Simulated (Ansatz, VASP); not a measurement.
NaLi5 in VASP and in Ansatz

INCAR

```
PREC = Accurate ; ENCUT = 520
EDIFF = 1E-7 ; ISMEAR = 0
SIGMA = 0.1 ; LREAL = F
LASPH = T ; NELM = 100
ALGO = Normal ; ISIF = 2
LWAVE = F ; LCHARG = T
GGA = PE ; LELF = T
LVHAR = T ; NBANDS = 20
```

KPOINTS

```
Automatic mesh
0
Gamma
  4 4 4
```

Contents of POSCAR:

```
NaLi5
1.0
    2.6547682083     -5.0799975622      0.0000000000
    2.6547682083      5.0799975622      0.0000000000
   -0.0408774428      0.0000000000      5.1067286095
Na Li
1 5
Direct
    0.9739576910      0.9739576910      0.0000092175
    0.6466808331      0.3064951154      0.9993717073
    0.3064951154      0.6466808331      0.9993717073
    0.6713904198      0.0288343297      0.4994114777
    0.0288343297      0.6713904198      0.4994114777
    0.3710480379      0.3710480379      0.5011637379
```

Input for Ansatz:

```yaml
crystal:
  lattice:
    - [2.6547682083, -5.0799975622, 0.0]
    - [2.6547682083, 5.0799975622, 0.0]
    - [-0.0408774428, 0.0, 5.1067286095]
  atoms:
    - { symbol: Na, position: [0.973957691, 0.973957691, 9.2175e-06] }
    - { symbol: Li, position: [0.6466808331, 0.3064951154, 0.9993717073] }
    - { symbol: Li, position: [0.3064951154, 0.6466808331, 0.9993717073] }
    - { symbol: Li, position: [0.6713904198, 0.0288343297, 0.4994114777] }
    - { symbol: Li, position: [0.0288343297, 0.6713904198, 0.4994114777] }
    - { symbol: Li, position: [0.3710480379, 0.3710480379, 0.5011637379] }
basis:
  ecutwfc: 420
kpoints:
  mp_grid: { grid: [4, 4, 4] }
hamiltonian:
  xc: pbe
scf:
  occupations: { method: gaussian, width: 0.1 }
  lower_state_search: "off"
output:
  forces: true
  stress: true
  eigenvalues: true
```

Change from the starting cell: the structure that the rattled cell fell into.

Alike in both runs: task single point; functional PBE; k mesh 4 × 4 × 4; occupations gaussian, width 0.1 eV; no spin polarisation.

|  | VASP | Ansatz |
| --- | --- | --- |
| version | VASP 6.6.1 | Ansatz 0.2.0 |
| potentials or method | VASP PAW PBE potentials, release 64 (Na_pv, Li_sv), cutoff 520 eV | scalar-relativistic, plane waves, PAW |
| valence electrons in the cell | 22 | 24 |

|  | VASP | Ansatz | Ansatz less VASP |
| --- | --- | --- | --- |
| gap on the k mesh at the Fermi level (eV) | none | none | - |
| rms of the force components (eV/Å) | 0.008 | 0.008 | +0.0004 |

Atom by atom the forces differ by 0.001 eV/Å (rms over components). A gap of «none» marks a metal or a gap that the smearing closes. VASP's potentials hold 22 valence electrons a cell and Ansatz's 24, so a difference there can come from the potentials and not from the codes.

Noted on VASP's run: the cutoff is under 1.25 times that of the potentials, so the pressure is a little rough.
